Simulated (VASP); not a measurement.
# CdTe (I-4m2) in VASP: further runs

The runs below take CdTe through single point, with LDA.

Program: VASP 6.6.1. These are calculated values, not measurements. Logs are shortened: lines on timing, memory, paths and dates and some standing lists are left out, and cuts for length are marked.

## Step 1: The cell of the first run

The structure is tetragonal, space group I-4m2 (No. 119). Conventional cell: a = 4.533 Å, b = 4.533 Å, c = 6.025 Å, α = 90.00°, β = 90.00°, γ = 90.00°. Within 3.6 Å of Cd (site symmetry -4m2) lie 4 Te at 2.72 Å. Te (site symmetry -4m2) has 4 Cd at 2.72 Å within 3.6 Å.

## Step 2: Single point, LDA (strain -0.0600 x Voigt [0, 0, 1, 0, 0, 0])

The input, INCAR:

```
SYSTEM = CdTe
  PREC = Accurate
  ENCUT = 520
  EDIFF = 1E-7
  ISMEAR = 0
  SIGMA = 0.05
  LREAL = .False.
  LASPH = .True.
  NELM = 60
  ALGO = Normal
  ISIF = 2
  LWAVE = .False.
  LCHARG = .True.
  LELF = .True.
  LVHAR = .True.
  NBANDS = 16
```

The input, KPOINTS:

```
Automatic mesh
0
Gamma
  8 8 8
  0 0 0
```

The input, POSCAR:

```
CdTe
1.0
    0.0000000000      3.2050000000      3.0127000000
    3.2050000000      0.0000000000      3.0127000000
    3.2050000000      3.2050000000      0.0000000000
Cd Te
1 1
Direct
    0.0000000000      0.0000000000      0.0000000000
    0.7500000000      0.7500000000      0.7500000000
```

Potentials or basis: VASP PAW LDA potentials, release 64 (Cd, Te).

On the command line:

```bash
> cat potpaw_LDA.64/Cd/POTCAR potpaw_LDA.64/Te/POTCAR > POTCAR
> mpirun -np 1 vasp_std > vasp.out
```

OUTCAR:

```text
SYSTEM = CdTe
   PREC = Accurate
   ENCUT = 520
   EDIFF = 1E-7
   ISMEAR = 0
   LREAL = .False.
   LASPH = .True.
   NELM = 60
   ISIF = 2

 ion  position               nearest neighbor table
   1  0.000  0.000  0.000-   2 2.72   2 2.72   2 2.72   2 2.72
   2  0.750  0.750  0.750-   1 2.72   1 2.72   1 2.72   1 2.72

  LATTYP: Found a body centered tetragonal cell.
 ALAT       =     4.5325544674
 C/A-ratio  =     1.3293607486

  Lattice vectors:

 A1 = (   0.0000000000,  -3.2050000000,  -3.0127000000)
 A2 = (   0.0000000000,   3.2050000000,  -3.0127000000)
 A3 = (   3.2050000000,   0.0000000000,   3.0127000000)

Analysis of symmetry for initial positions (statically):
=====================================================================
 Subroutine PRICEL returns:
 Original cell was already a primitive cell.

 Routine SETGRP: Setting up the symmetry group for a
 body centered tetragonal supercell.

 Subroutine GETGRP returns: Found  8 space group operations
 (whereof  8 operations were pure point group operations)
 out of a pool of 16 trial point group operations.

The static configuration has the point symmetry D_2d.

Analysis of symmetry for dynamics (positions and initial velocities):
=====================================================================
 Subroutine PRICEL returns:
 Original cell was already a primitive cell.

 Routine SETGRP: Setting up the symmetry group for a
 body centered tetragonal supercell.

 Subroutine GETGRP returns: Found  8 space group operations
 (whereof  8 operations were pure point group operations)
 out of a pool of 16 trial point group operations.

The dynamic configuration has the point symmetry D_2d.

 Subroutine INISYM returns: Found  8 space group operations
 (whereof  8 operations are pure point group operations),
 and found     1 'primitive' translations

----------------------------------------------------------------------------------------

                                     Primitive cell

  volume of cell :      61.8931

  direct lattice vectors                    reciprocal lattice vectors
     0.000000000  3.205000000  3.012700000    -0.156006240  0.156006240  0.165964085
     3.205000000  0.000000000  3.012700000     0.156006240 -0.156006240  0.165964085
     3.205000000  3.205000000  0.000000000     0.156006240  0.156006240 -0.165964085

  length of vectors
     4.398680062  4.398680062  4.532554467     0.276079647  0.276079647  0.276079647

  position of ions in fractional coordinates (direct lattice)
     0.000000000  0.000000000  0.000000000
     0.750000000  0.750000000  0.750000000

  ion indices of the primitive-cell ions
   primitive index   ion index
                 1           1
                 2           2

----------------------------------------------------------------------------------------

 KPOINTS: Automatic mesh

Automatic generation of k-mesh.
 Grid dimensions read from file:
 generate k-points for:    8    8    8

 Generating k-lattice:

  Cartesian coordinates                     Fractional coordinates (reciprocal lattice)
    -0.019500780  0.019500780  0.020745511     0.125000000  0.000000000  0.000000000
     0.019500780 -0.019500780  0.020745511     0.000000000  0.125000000  0.000000000
     0.019500780  0.019500780 -0.020745511    -0.000000000 -0.000000000  0.125000000

  Length of vectors
     0.034509956  0.034509956  0.034509956

  Shift w.r.t. Gamma in fractional coordinates (k-lattice)
     0.000000000  0.000000000  0.000000000

 Subroutine IBZKPT returns following result:
 ===========================================

 Found     59 irreducible k-points:

 Following reciprocal coordinates:
            Coordinates               Weight
  0.000000  0.000000  0.000000      1.000000
  0.125000  0.000000  0.000000      8.000000
  0.250000  0.000000  0.000000      8.000000
  0.375000 -0.000000  0.000000      8.000000
  0.500000  0.000000  0.000000      4.000000
  0.125000  0.125000  0.000000      2.000000
[... 16 lines left out ...]
  0.250000  0.000000  0.125000     16.000000
  0.375000 -0.000000  0.125000     16.000000
 [... further k-points ...]
   k-points           NKPTS =     59   k-points in BZ     NKDIM =     59   number of bands    NBANDS=     16
   number of dos      NEDOS =    301   number of ions     NIONS =      2
   total plane-waves  NPLWV =  46656
   dimension x,y,z NGX =    36 NGY =   36 NGZ =   36
   dimension x,y,z NGXF=    72 NGYF=   72 NGZF=   72
   ions per type =               1   1
   NGX,Y,Z   is equivalent  to a cutoff of  13.61, 13.61, 13.20 a.u.
   NGXF,Y,Z  is equivalent  to a cutoff of  27.21, 27.21, 26.41 a.u.
 SYSTEM =  CdTe
   PREC   = accura    normal or accurate (medium, high low for compatibility)
   ISTART =      0    job   : 0-new  1-cont  2-samecut
   ICHARG =      2    charge: 1-file 2-atom 10-const
   ISPIN  =      1    spin polarized calculation?
   LNONCOLLINEAR =      F non collinear calculations
   LSORBIT =      F    spin-orbit coupling
   LASPH  =      T    aspherical Exc in radial PAW
   ENCUT  =  520.0 eV  38.22 Ry    6.18 a.u.   8.18  8.18  8.43*2*pi/ulx,y,z
   NELM   =     60;   NELMIN=  2; NELMDL= -5     # of ELM steps
   EDIFF  = 0.1E-06   stopping-criterion for ELM
   LREAL  =      F    real-space projection
   EDIFFG = 0.1E-05   stopping-criterion for IOM
   NSW    =      0    number of steps for IOM
   IBRION =     -1    ionic relax: 0-MD 1-quasi-New 2-CG
   NFREE  =      0    steps in history (QN), initial steepest desc. (CG)
   ISIF   =      2    stress and relaxation
   ISYM   =      2    0-nonsym 1-usesym 2-fastsym
   POTIM  = 0.5000    time-step for ionic-motion
   TEBEG  =    0.0;   TEEND  =   0.0 temperature during run
   PSTRESS=    0.0 pullay stress
   NELECT =      18.0000    total number of electrons
   NUPDOWN=      -1.0000    fix difference up-down
   EMIN   =  10.00;   EMAX   =-10.00  energy-range for DOS
   EFERMI =   0.00;   METHOD = LEGACY
   ISMEAR =     0;   SIGMA  =   0.05  broadening in eV -4-tet -1-fermi 0-gaus
   EFERMI_NEDOS =   21; number of points for ismear=-14 and -15
   IALGO  =     38    algorithm
   IMIX   =      4    mixing-type and parameters
     AMIX     =   0.40;   BMIX     =  1.00
     AMIX_MAG =   1.60;   BMIX_MAG =  1.00
  volume/ion in A,a.u.               =      30.95       208.84
  Fermi-wavevector in a.u.,A,eV,Ry     =   1.084638  2.049670 16.006447  1.176441
  Thomas-Fermi vector in A             =   2.220733
   LORBIT       =      0    0 simple, 1 ext, 2 COOP (PROOUT), +10 PAW based schemes
   GGA     = CA    functional components
   LHFCALC =     F    Hartree Fock is set to
   AEXX    =    0.0000 exact exchange contribution
   IVDW    =     0    specifies the selected vdW correction
   LEPSILON=     F    determine dielectric tensor
   LRPA    =     F    only Hartree local field effects (RPA)
 non-spin polarized calculation
 Gauss-broadening in eV      SIGMA  =   0.05
  energy-cutoff  :      520.00
  volume of cell :       61.89
 maximum number of plane-waves:      1695
 NGX is ok and might be reduce to    36
   NGX = 17   NGY = 17   NGZ = 17

 number of electron      18.0000005 magnetization

 Free energy of the ion-electron system (eV)
  ---------------------------------------------------
  ext. energy  EPLUGINS =         0.00000000
  ---------------------------------------------------
  free energy    TOTEN  =        -5.99874094 eV

  energy without entropy =       -5.99874094  energy(sigma->0) =       -5.99874094

 E-fermi :   3.4164     XC(G=0):  -9.3638

 val. band max:        3.2113674760   @ k =   0.0000   0.0000   0.0000
 cond. band min:       3.9197444906   @ k =   0.0000   0.0000   0.0000
 fundamental gap:      0.7083770146
 Fermi energy:         3.4164191135

 k-point     1 :       0.0000    0.0000    0.0000
  band No.  band energies     occupation
      1      -8.7407      2.00000
      2      -5.5887      2.00000
      3      -5.5887      2.00000
      4      -5.5754      2.00000
      5      -5.2573      2.00000
      6      -5.2350      2.00000
[... 8 lines left out ...]
     15      12.1358      0.00000
     16      12.7043      0.00000

 k-point     2 :       0.1250    0.0000    0.0000
  band No.  band energies     occupation
      1      -8.6673      2.00000
      2      -5.5746      2.00000
      3      -5.5671      2.00000
      4      -5.5354      2.00000
      5      -5.2573      2.00000
      6      -5.2375      2.00000
[... 8 lines left out ...]
     15      11.4260      0.00000
     16      11.8775      0.00000

 k-point     3 :       0.2500    0.0000    0.0000
  band No.  band energies     occupation
      1      -8.4883      2.00000
      2      -5.5443      2.00000
      3      -5.5324      2.00000
      4      -5.3690      2.00000
      5      -5.2525      2.00000
      6      -5.2381      2.00000
[... 8 lines left out ...]
     15      11.4274      0.00000
     16      11.8091      0.00000

 k-point     4 :       0.3750   -0.0000    0.0000
  band No.  band energies     occupation
      1      -8.3096      2.00000
      2      -5.5209      2.00000
      3      -5.5029      2.00000
      4      -5.2459      2.00000
      5      -5.2391      2.00000
      6      -5.0432      2.00000
[... 8 lines left out ...]
     15      12.3880      0.00000
     16      12.5069      0.00000
[... 324 lines left out ...]
 k-point    22 :       0.1250    0.0000    0.1250
  band No.  band energies     occupation
      1      -8.6457      2.00000
      2      -5.5637      2.00000
      3      -5.5442      2.00000
      4      -5.5440      2.00000
      5      -5.2635      2.00000
      6      -5.2339      2.00000
[... 8 lines left out ...]
     15      11.5564      0.00000
     16      12.7005      0.00000

 k-point    23 :       0.2500    0.0000    0.1250
  band No.  band energies     occupation
      1      -8.5038      2.00000
      2      -5.5397      2.00000
      3      -5.5153      2.00000
      4      -5.4215      2.00000
      5      -5.2632      2.00000
      6      -5.2308      2.00000
[... 8 lines left out ...]
     15      12.1478      0.00000
     16      12.7370      0.00000

 k-point    24 :       0.3750   -0.0000    0.1250
  band No.  band energies     occupation
      1      -8.3252      2.00000
      2      -5.5166      2.00000
      3      -5.4844      2.00000
      4      -5.2798      2.00000
      5      -5.2356      2.00000
      6      -5.1122      2.00000
[... 8 lines left out ...]
     15      12.1976      0.00000
     16      13.0321      0.00000

 [... further k-points ...]

------------------------ aborting loop because EDIFF is reached ----------------------------------------

  FORCE on cell =-STRESS in cart. coord.  units (eV):
  Direction    XX          YY          ZZ          XY          YZ          ZX
  --------------------------------------------------------------------------------------
  -------------------------------------------------------------------------------------
  Total        1.2619674      1.2619674      1.5691487      0.0000000      0.0000000      0.0000000
  in kB       32.6675664     32.6675664     40.6193281      0.0000000      0.0000000      0.0000000
  external PRESSURE =      35.3181536 kB  Pullay stress =       0.0000000 kB

 VOLUME and BASIS-vectors are now :
 -----------------------------------------------------------------------------
  energy-cutoff  :      520.00
  volume of cell :       61.89
      direct lattice vectors                 reciprocal lattice vectors
     0.000000000  3.205000000  3.012700000    -0.156006240  0.156006240  0.165964085
     3.205000000  0.000000000  3.012700000     0.156006240 -0.156006240  0.165964085
     3.205000000  3.205000000  0.000000000     0.156006240  0.156006240 -0.165964085

 POSITION                                       TOTAL-FORCE (eV/Angst)
 -----------------------------------------------------------------------------------
      0.00000      0.00000      0.00000         0.000000      0.000000     -0.000000
      4.80750      4.80750      4.51905        -0.000000     -0.000000      0.000000
 -----------------------------------------------------------------------------------
    total drift:                               -0.000000     -0.000000     -0.000000

  FREE ENERGIE OF THE ION-ELECTRON SYSTEM (eV)
  ---------------------------------------------------
  free  energy   TOTEN  =        -5.9987409376 eV

  energy  without entropy=       -5.9987409376  energy(sigma->0) =       -5.99874094
```

Run time: 64 s. Hardware: 1 thread of Intel Xeon 8259CL, shared host; peak memory 0.21 GiB.

Results:

| Item | Value |
| --- | --- |
| Free energy | -5.9987 eV |
| Pressure | 3.5 GPa |
| Band gap on the k mesh | 0.71 eV |

Stress tensor (GPa, compression positive):
```
3.27 0.00 0.00
0.00 3.27 0.00
0.00 0.00 4.06
```

Caveat: the cell differs from its parent crystal (strain -0.0600 x Voigt [0, 0, 1, 0, 0, 0]); the cell stands under pressure; spin-orbit coupling is left out, which moves the levels of the heavy elements.

## Step 3: Single point, LDA (strain -0.0450 x Voigt [0, 0, 1, 0, 0, 0])

The input, INCAR:

```
  ALGO = Normal
  EDIFF = 1E-7
  ENCUT = 520
  GGA = CA
  ISIF = 2
  ISMEAR = 0
  LASPH = T
  LCHARG = F
  LREAL = F
  LWAVE = F
  NBANDS = 16
  NELM = 60
  PREC = Accurate
  SIGMA = 0.05
```

The input, KPOINTS:

```
k-points
0
Gamma
  8 8 8
```

The input, POSCAR:

```
CdTe
1.0
    0.0000000000      3.2050000000      3.0607750000
    3.2050000000      0.0000000000      3.0607750000
    3.2050000000      3.2050000000      0.0000000000
Cd Te
1 1
Direct
    0.0000000000      0.0000000000      0.0000000000
    0.7500000000      0.7500000000      0.7500000000
```

Potentials or basis: VASP PAW LDA potentials, release 64 (Cd, Te).

On the command line:

```bash
> cat potpaw_LDA.64/Cd/POTCAR potpaw_LDA.64/Te/POTCAR > POTCAR
> mpirun -np 1 vasp_std > vasp.out
```

OUTCAR:

```text
EDIFF = 1E-7
   ENCUT = 520
   GGA = CA
   ISIF = 2
   ISMEAR = 0
   LASPH = T
   LREAL = F
   NELM = 60
   PREC = Accurate

 ion  position               nearest neighbor table
   1  0.000  0.000  0.000-   2 2.73   2 2.73   2 2.73   2 2.73
   2  0.750  0.750  0.750-   1 2.73   1 2.73   1 2.73   1 2.73

  LATTYP: Found a body centered tetragonal cell.
 ALAT       =     4.5325544674
 C/A-ratio  =     1.3505739521

  Lattice vectors:

 A1 = (   0.0000000000,  -3.2050000000,  -3.0607750000)
 A2 = (   0.0000000000,   3.2050000000,  -3.0607750000)
 A3 = (   3.2050000000,   0.0000000000,   3.0607750000)

Analysis of symmetry for initial positions (statically):
=====================================================================
 Subroutine PRICEL returns:
 Original cell was already a primitive cell.

 Routine SETGRP: Setting up the symmetry group for a
 body centered tetragonal supercell.

 Subroutine GETGRP returns: Found  8 space group operations
 (whereof  8 operations were pure point group operations)
 out of a pool of 16 trial point group operations.

The static configuration has the point symmetry D_2d.
[... 161 lines left out ...]

 E-fermi :   3.2203     XC(G=0):  -9.2925

 val. band max:        3.0197424885   @ k =   0.0000   0.0000   0.0000
 cond. band min:       3.7124568178   @ k =   0.0000   0.0000   0.0000
 fundamental gap:      0.6927143294
 Fermi energy:         3.2202694333

 k-point     1 :       0.0000    0.0000    0.0000
  band No.  band energies     occupation
      1      -8.8006      2.00000
      2      -5.6815      2.00000
      3      -5.6815      2.00000
      4      -5.6715      2.00000
      5      -5.3600      2.00000
      6      -5.3447      2.00000
[... 433 lines left out ...]
      3      -5.5844      2.00000
      4      -5.3844      2.00000
      5      -5.3404      2.00000
      6      -5.2167      2.00000
[... 8 lines left out ...]
     15      12.0311      0.00000
     16      12.8171      0.00000

 [... further k-points ...]

------------------------ aborting loop because EDIFF is reached ----------------------------------------

  FORCE on cell =-STRESS in cart. coord.  units (eV):
  Direction    XX          YY          ZZ          XY          YZ          ZX
  --------------------------------------------------------------------------------------
  -------------------------------------------------------------------------------------
  Total        0.9403244      0.9403244      1.2001998      0.0000000     -0.0000000     -0.0000000
  in kB       23.9591164     23.9591164     30.5806474      0.0000000     -0.0000000     -0.0000000
  external PRESSURE =      26.1662934 kB  Pullay stress =       0.0000000 kB

 VOLUME and BASIS-vectors are now :
 -----------------------------------------------------------------------------
  energy-cutoff  :      520.00
  volume of cell :       62.88
      direct lattice vectors                 reciprocal lattice vectors
     0.000000000  3.205000000  3.060775000    -0.156006240  0.156006240  0.163357320
     3.205000000  0.000000000  3.060775000     0.156006240 -0.156006240  0.163357320
     3.205000000  3.205000000  0.000000000     0.156006240  0.156006240 -0.163357320

 POSITION                                       TOTAL-FORCE (eV/Angst)
 -----------------------------------------------------------------------------------
      0.00000      0.00000      0.00000         0.000000      0.000000     -0.000000
      4.80750      4.80750      4.59116        -0.000000     -0.000000      0.000000
 -----------------------------------------------------------------------------------
    total drift:                               -0.000000     -0.000000      0.000000

  FREE ENERGIE OF THE ION-ELECTRON SYSTEM (eV)
  ---------------------------------------------------
  free  energy   TOTEN  =        -6.0207297002 eV

  energy  without entropy=       -6.0207297002  energy(sigma->0) =       -6.02072970
```

OSZICAR:

```text
N       E                     dE             d eps       ncg     rms          rms(c)
DAV:   1     0.103234490794E+03    0.10323E+03   -0.84079E+03  1912   0.984E+02
DAV:   2    -0.252308652310E+01   -0.10576E+03   -0.10022E+03  2192   0.242E+02
DAV:   3    -0.623234677254E+01   -0.37093E+01   -0.37017E+01  2384   0.472E+01
DAV:   4    -0.626628959660E+01   -0.33943E-01   -0.33941E-01  2784   0.401E+00
DAV:   5    -0.626636579275E+01   -0.76196E-04   -0.76196E-04  2488   0.178E-01    0.667E+00
DAV:   6    -0.604574067496E+01    0.22063E+00   -0.37285E-01  2384   0.815E+00    0.525E+00
DAV:   7    -0.602278314728E+01    0.22958E-01   -0.10034E-01  2440   0.218E+00    0.184E+00
DAV:   8    -0.602098808908E+01    0.17951E-02   -0.11424E-02  2096   0.130E+00    0.452E-01
DAV:   9    -0.602073810213E+01    0.24999E-03   -0.82363E-04  2536   0.329E-01    0.128E-01
DAV:  10    -0.602072796298E+01    0.10139E-04   -0.89453E-05  2304   0.812E-02    0.553E-02
DAV:  11    -0.602073064932E+01   -0.26863E-05   -0.22815E-05  2616   0.479E-02    0.282E-02
DAV:  12    -0.602072977905E+01    0.87027E-06   -0.18285E-06  2208   0.147E-02    0.142E-02
DAV:  13    -0.602072970025E+01    0.78805E-07   -0.82736E-07  2360   0.579E-03
   1 F= -.60207297E+01 E0= -.60207297E+01  d E =-.569835E-11
```

It took 79 s on 1 thread of Intel Xeon 8259CL, shared host; peak memory 0.21 GiB.

What came out:

```
Free energy            : -6.0207 eV
Pressure               : 2.6 GPa
Band gap on the k mesh : 0.69 eV
```

Caveat: the cell differs from its parent crystal (strain -0.0450 x Voigt [0, 0, 1, 0, 0, 0]); spin-orbit coupling is left out, which moves the levels of the heavy elements.
